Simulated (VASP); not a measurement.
# In (C2/m) in VASP: single point with r2SCAN

Aim: the single point of In with r2SCAN.

All numbers are computed with VASP 6.6.1; they aren't measurements. Logs are shortened: lines on timing, memory, paths and dates and some standing lists are left out, and cuts for length are marked.

## Step 1: The cell of the first run

Symmetry: C2/m, No. 12, monoclinic system. Conventional cell: a = 4.492 Å, b = 4.639 Å, c = 3.339 Å, α = 90.00°, β = 130.88°, γ = 90.00°. Within 4.2 Å of In (site symmetry 2/m) lie 12 In at 3.23 to 3.43 Å.

## Step 2: Single point, r2SCAN

Input file POSCAR:

```
In
1.0
   -1.6190647648      1.6612412866      2.5247669971
    1.6612412866     -1.6190647648      2.5247669971
    1.5669312082      1.5669312082     -2.4970527752
In
1
Direct
    0.0000000000      0.0000000000      0.0000000000
```

Input file INCAR.step1:

```
PREC = Accurate
ENCUT = 520
ISMEAR = -1
SIGMA = 0.1
LREAL = False
LASPH = True
NELM = 100
ISYM = 0
NBANDS = 12
GGA = PE
ALGO = Normal
EDIFF = 1E-4
LWAVE = True
LCHARG = False
```

Input file INCAR.step2:

```
PREC = Accurate
ENCUT = 520
EDIFF = 1E-7
ISMEAR = -1
SIGMA = 0.1
LREAL = False
LASPH = True
NELM = 100
ALGO = Normal
ISIF = 2
LWAVE = False
LCHARG = False
METAGGA = R2SCAN
LMIXTAU = True
ISYM = 0
NBANDS = 12
ISTART = 1
```

Input file KPOINTS:

```
Automatic mesh
0
Gamma
  12 12 14
```

Potentials or basis: VASP PAW PBE potentials, release 64 (In_d).

Started as:

```
$ cat potpaw_PBE.64/In_d/POTCAR > POTCAR
$ cp INCAR.step1 INCAR
$ mpirun -np 1 vasp_std > vasp.out
$ cp INCAR.step2 INCAR
$ mpirun -np 1 vasp_std > vasp.out
```

OUTCAR:

```text
PREC = Accurate
   ENCUT = 520
   EDIFF = 1E-7
   ISMEAR = -1
   LREAL = False
   LASPH = True
   NELM = 100
   ISIF = 2
   METAGGA = R2SCAN
   ISYM = 0
   ISTART = 1

 ion  position               nearest neighbor table
   1  0.000  0.000  0.000-

IMPORTANT INFORMATION: All symmetrisations will be switched off!
NOSYMM: (Re-)initialisation of all symmetry stuff for point group C_1.

----------------------------------------------------------------------------------------

                                     Primitive cell

  volume of cell :      26.3001

  direct lattice vectors                    reciprocal lattice vectors
    -1.619064765  1.661241287  2.524766997     0.003298611  0.308148215  0.195436699
     1.661241287 -1.619064765  2.524766997     0.308148215  0.003298611  0.195436699
     1.566931208  1.566931208 -2.497052775     0.314903504  0.314903504 -0.005260499

  length of vectors
     3.428635547  3.428635547  3.338535515     0.364913287  0.364913287  0.445371874

  position of ions in fractional coordinates (direct lattice)
     0.000000000  0.000000000  0.000000000

  ion indices of the primitive-cell ions
   primitive index   ion index
                 1           1

----------------------------------------------------------------------------------------

 KPOINTS: Automatic mesh

Automatic generation of k-mesh.
 Grid dimensions read from file:
 generate k-points for:   12   12   14

 Generating k-lattice:

  Cartesian coordinates                     Fractional coordinates (reciprocal lattice)
     0.000274884  0.025679018  0.016286392     0.083333333 -0.000000000  0.000000000
     0.025679018  0.000274884  0.016286392    -0.000000000  0.083333333  0.000000000
     0.022493107  0.022493107 -0.000375750    -0.000000000 -0.000000000  0.071428571

  Length of vectors
     0.030409441  0.030409441  0.031812277

  Shift w.r.t. Gamma in fractional coordinates (k-lattice)
     0.000000000  0.000000000  0.000000000

 Subroutine IBZKPT returns following result:
 ===========================================

 Found   1012 irreducible k-points:

 Following reciprocal coordinates:
            Coordinates               Weight
  0.000000  0.000000  0.000000      1.000000
  0.083333 -0.000000  0.000000      2.000000
  0.000000 -0.083333 -0.000000      2.000000
  0.166667 -0.000000  0.000000      2.000000
  0.000000 -0.166667  0.000000      2.000000
  0.250000 -0.000000  0.000000      2.000000
[... 16 lines left out ...]
  0.500000  0.083333  0.000000      2.000000
 -0.083333  0.500000 -0.000000      2.000000
 [... further k-points ...]
   k-points           NKPTS =   1012   k-points in BZ     NKDIM =   1012   number of bands    NBANDS=     12
   number of dos      NEDOS =    301   number of ions     NIONS =      1
   total plane-waves  NPLWV =  21952
   dimension x,y,z NGX =    28 NGY =   28 NGZ =   28
   dimension x,y,z NGXF=    56 NGYF=   56 NGZF=   56
   ions per type =               1
   NGX,Y,Z   is equivalent  to a cutoff of  13.58, 13.58, 13.94 a.u.
   NGXF,Y,Z  is equivalent  to a cutoff of  27.15, 27.15, 27.89 a.u.
 SYSTEM =  unknown system
   PREC   = accura    normal or accurate (medium, high low for compatibility)
   ISTART =      1    job   : 0-new  1-cont  2-samecut
   ICHARG =      0    charge: 1-file 2-atom 10-const
   ISPIN  =      1    spin polarized calculation?
   LNONCOLLINEAR =      F non collinear calculations
   LSORBIT =      F    spin-orbit coupling
   LASPH  =      T    aspherical Exc in radial PAW
   ENCUT  =  520.0 eV  38.22 Ry    6.18 a.u.   6.37  6.37  6.21*2*pi/ulx,y,z
   NELM   =    100;   NELMIN=  2; NELMDL=  0     # of ELM steps
   EDIFF  = 0.1E-06   stopping-criterion for ELM
   LREAL  =      F    real-space projection
   EDIFFG = 0.1E-05   stopping-criterion for IOM
   NSW    =      0    number of steps for IOM
   IBRION =     -1    ionic relax: 0-MD 1-quasi-New 2-CG
   NFREE  =      0    steps in history (QN), initial steepest desc. (CG)
   ISIF   =      2    stress and relaxation
   ISYM   =      0    0-nonsym 1-usesym 2-fastsym
   POTIM  = 0.5000    time-step for ionic-motion
   TEBEG  =    0.0;   TEEND  =   0.0 temperature during run
   PSTRESS=    0.0 pullay stress
   NELECT =      13.0000    total number of electrons
   NUPDOWN=      -1.0000    fix difference up-down
   EMIN   =  10.00;   EMAX   =-10.00  energy-range for DOS
   EFERMI =   0.00;   METHOD = LEGACY
   ISMEAR =    -1;   SIGMA  =   0.10  broadening in eV -4-tet -1-fermi 0-gaus
   EFERMI_NEDOS =   21; number of points for ismear=-14 and -15
   IALGO  =     38    algorithm
   IMIX   =      4    mixing-type and parameters
     AMIX     =   0.40;   BMIX     =  1.00
     AMIX_MAG =   1.60;   BMIX_MAG =  1.00
  volume/ion in A,a.u.               =      26.30       177.48
  Fermi-wavevector in a.u.,A,eV,Ry     =   1.294404  2.446069 22.796317  1.675482
  Thomas-Fermi vector in A             =   2.425989
   LORBIT       =      0    0 simple, 1 ext, 2 COOP (PROOUT), +10 PAW based schemes
   METAGGA = R2SCAN    functional components
   LHFCALC =     F    Hartree Fock is set to
   AEXX    =    0.0000 exact exchange contribution
   IVDW    =     0    specifies the selected vdW correction
   LEPSILON=     F    determine dielectric tensor
   LRPA    =     F    only Hartree local field effects (RPA)
 non-spin polarized calculation
  energy-cutoff  :      520.00
  volume of cell :       26.30
 maximum number of plane-waves:       723
 NGX is ok and might be reduce to    28
   NGX = 13   NGY = 13   NGZ = 13

 number of electron      13.0000002 magnetization

 Free energy of the ion-electron system (eV)
  ---------------------------------------------------
  ext. energy  EPLUGINS =         0.00000000
  ---------------------------------------------------
  free energy    TOTEN  =       -22.58121738 eV

  energy without entropy =      -22.56778011  energy(sigma->0) =      -22.57449875

 E-fermi :   7.4199     XC(G=0): -11.0461

 val. band max:        7.4034617223   @ k =   0.3333   0.0833   0.2857
 cond. band min:       7.4340480116   @ k =  -0.4167  -0.4167   0.1429
 fundamental gap:      0.0305862893
 Fermi energy:         7.4198889311

 k-point     1 :       0.0000    0.0000    0.0000
  band No.  band energies     occupation
      1      -7.9063      2.00000
      2      -7.7747      2.00000
      3      -7.7290      2.00000
      4      -7.7070      2.00000
      5      -7.5515      2.00000
      6      -2.5737      2.00000
      7      18.2745      0.00000
      8      18.5026      0.00000
      9      19.0082      0.00000
     10      19.7591      0.00000
     11      21.6712      0.00000
     12      22.0975      0.00000

 k-point     2 :       0.0833   -0.0000    0.0000
  band No.  band energies     occupation
      1      -7.8938      2.00000
      2      -7.7747      2.00000
      3      -7.7242      2.00000
      4      -7.7001      2.00000
      5      -7.5567      2.00000
      6      -2.4158      2.00000
      7      16.4421      0.00000
      8      18.1992      0.00000
      9      18.5807      0.00000
     10      19.6218      0.00000
     11      22.0149      0.00000
     12      22.4371      0.00000

 k-point     3 :       0.0000   -0.0833   -0.0000
  band No.  band energies     occupation
      1      -7.8938      2.00000
      2      -7.7747      2.00000
      3      -7.7242      2.00000
      4      -7.7001      2.00000
      5      -7.5567      2.00000
      6      -2.4158      2.00000
      7      16.4421      0.00000
      8      18.1992      0.00000
      9      18.5807      0.00000
     10      19.6218      0.00000
     11      22.0149      0.00000
     12      22.4371      0.00000

 k-point     4 :       0.1667   -0.0000    0.0000
  band No.  band energies     occupation
      1      -7.8695      2.00000
      2      -7.7859      2.00000
      3      -7.7095      2.00000
      4      -7.6680      2.00000
      5      -7.5662      2.00000
      6      -1.9376      2.00000
      7      13.4750      0.00000
      8      17.4996      0.00000
      9      18.0146      0.00000
     10      19.6042      0.00000
     11      21.0247      0.00000
     12      23.4959      0.00000

 k-point     5 :       0.0000   -0.1667    0.0000
  band No.  band energies     occupation
      1      -7.8695      2.00000
      2      -7.7859      2.00000
      3      -7.7095      2.00000
      4      -7.6680      2.00000
      5      -7.5662      2.00000
      6      -1.9376      2.00000
      7      13.4750      0.00000
      8      17.4996      0.00000
      9      18.0146      0.00000
     10      19.6042      0.00000
     11      21.0247      0.00000
     12      23.4959      0.00000
[... 228 lines left out ...]
      1      -7.8670      2.00000
      2      -7.8395      2.00000
      3      -7.7241      2.00000
      4      -7.5145      2.00000
      5      -7.4634      2.00000
      6       2.0865      2.00000
      7       5.0332      2.00000
      8      14.6309      0.00000
      9      15.7991      0.00000
     10      19.2446      0.00000
     11      19.7696      0.00000
     12      22.9493      0.00000

 k-point    22 :      -0.0833   -0.4167   -0.0000
  band No.  band energies     occupation
      1      -7.8670      2.00000
      2      -7.8395      2.00000
      3      -7.7241      2.00000
      4      -7.5145      2.00000
      5      -7.4634      2.00000
      6       2.0865      2.00000
      7       5.0332      2.00000
      8      14.6309      0.00000
      9      15.7991      0.00000
     10      19.2446      0.00000
     11      19.7696      0.00000
     12      22.9493      0.00000

 k-point    23 :       0.5000    0.0833    0.0000
  band No.  band energies     occupation
      1      -7.8761      2.00000
      2      -7.8356      2.00000
      3      -7.7279      2.00000
      4      -7.5177      2.00000
      5      -7.4437      2.00000
      6       2.7127      2.00000
      7       4.2796      2.00000
      8      14.6711      0.00000
      9      15.9863      0.00000
     10      18.7464      0.00000
     11      19.8757      0.00000
     12      22.9386      0.00000

 k-point    24 :      -0.0833    0.5000   -0.0000
  band No.  band energies     occupation
      1      -7.8761      2.00000
      2      -7.8356      2.00000
      3      -7.7279      2.00000
      4      -7.5177      2.00000
      5      -7.4437      2.00000
      6       2.7127      2.00000
      7       4.2796      2.00000
      8      14.6711      0.00000
      9      15.9863      0.00000
     10      18.7464      0.00000
     11      19.8757      0.00000
     12      22.9386      0.00000

 [... further k-points ...]
[... 5 lines left out ...]
  --------------------------------------------------------------------------------------
  -------------------------------------------------------------------------------------
  Total        0.0037932      0.0037933      0.0061421     -0.0002749      0.0002784      0.0002784
  in kB        0.2310784      0.2310835      0.3741731     -0.0167437      0.0169588      0.0169613
  external PRESSURE =       0.2787783 kB  Pullay stress =       0.0000000 kB

 VOLUME and BASIS-vectors are now :
 -----------------------------------------------------------------------------
  energy-cutoff  :      520.00
  volume of cell :       26.30
      direct lattice vectors                 reciprocal lattice vectors
    -1.619064765  1.661241287  2.524766997     0.003298611  0.308148215  0.195436699
     1.661241287 -1.619064765  2.524766997     0.308148215  0.003298611  0.195436699
     1.566931208  1.566931208 -2.497052775     0.314903504  0.314903504 -0.005260499

 POSITION                                       TOTAL-FORCE (eV/Angst)
 -----------------------------------------------------------------------------------
      0.00000      0.00000      0.00000         0.000000      0.000000      0.000000
 -----------------------------------------------------------------------------------
    total drift:                                0.000000      0.000000      0.000000

  FREE ENERGIE OF THE ION-ELECTRON SYSTEM (eV)
  ---------------------------------------------------
  free  energy   TOTEN  =       -22.5812173797 eV

  energy  without entropy=      -22.5677801120  energy(sigma->0) =      -22.57449875
```

It took 41 min on 1 thread of Oxide Virtual Turin-like, shared host; peak memory 0.37 GiB.

Results:

| Property | Result |
| --- | --- |
| Free energy | -22.5812 eV |
| Pressure | 0.0 GPa |

Levels at points of the mesh, in eV from the Fermi level:
```csv
k point,band 3,band 4,band 5,band 6,band 7,band 8,band 9,band 10
"(0.00, 0.00, 0.00)",-15.15,-15.13,-14.97,-9.99,10.85,11.08,11.59,12.34
"(0.50, 0.00, 0.00)",-15.15,-14.92,-14.86,-4.58,-3.58,7.78,9.93,11.74
"(0.00, 0.50, 0.00)",-15.15,-14.92,-14.86,-4.58,-3.58,7.78,9.93,11.74
"(0.50, 0.50, 0.00)",-14.91,-14.91,-14.77,-2.24,-1.69,3.55,4.63,7.39
"(0.00, 0.00, 0.50)",-14.91,-14.88,-14.77,-1.86,-1.08,3.26,3.90,7.16
"(0.50, 0.00, 0.50)",-15.15,-14.91,-14.85,-4.30,-3.50,7.29,9.83,11.23
"(0.00, 0.50, 0.50)",-15.15,-14.91,-14.85,-4.30,-3.50,7.29,9.83,11.23
"(0.50, 0.50, 0.50)",-14.88,-14.87,-14.85,-3.29,-3.02,5.18,5.37,8.66
```

Caveat: the PAW data sets were made with another functional, which shifts forces and pressure a little; spin-orbit coupling is left out, which moves the levels of the heavy elements.
